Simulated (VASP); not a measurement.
Write the native input for VASP 6.6.1 that does the following.

- Task: single point
- Functional: PBE
- Potentials or basis: VASP PAW PBE potentials, release 64 (Lu)
- Cutoff: 520 eV
- k mesh: 15 × 15 × 15
- Occupations: fermi-dirac, width 0.05 eV
- Spin: no spin polarisation
- Dipole correction: no
- Further INCAR settings: ALGO = Normal; EDIFF = 1e-06; NBANDS = 18

The structure of Lu lies in POSCAR:

```
Lu
1.0
    0.0000000000      2.4368963300      2.4368963300
    2.4368963300      0.0000000000      2.4368963300
    2.4368963300      2.4368963300      0.0000000000
Lu
1
Direct
    0.0000000000      0.0000000000      0.0000000000
```

This isn't the form of Lu at room conditions, which is hcp.

The input as run:

INCAR

```
SYSTEM = Lu
PREC = Accurate
ENCUT = 520
EDIFF = 1E-6
ISMEAR = -1
SIGMA = 0.05
LREAL = .False.
LASPH = .True.
NELM = 100
ALGO = Normal
ISIF = 2
LWAVE = .False.
LCHARG = .True.
GGA = PE
LELF = .True.
LVHAR = .True.
NBANDS = 18
```

KPOINTS

```
regular mesh
0
Gamma
  15 15 15
  0 0 0
```

Potentials or basis: VASP PAW PBE potentials, release 64 (Lu).

Command:

```sh
$ cat potpaw_PBE.64/Lu/POTCAR > POTCAR
$ mpirun -np 1 vasp_std > vasp.out
```

It gave:

The pressure is 0.2 GPa and the band gap on the k mesh is zero (an odd number of electrons rules out a gap without spin polarisation).

Caveat: spin-orbit coupling is left out, which moves the levels of the heavy elements.

Wall time 38 s on 1 thread of AMD EPYC 9R45 96-Core Processor (Zen 5), on a shared host, peak memory 0.18 GiB.
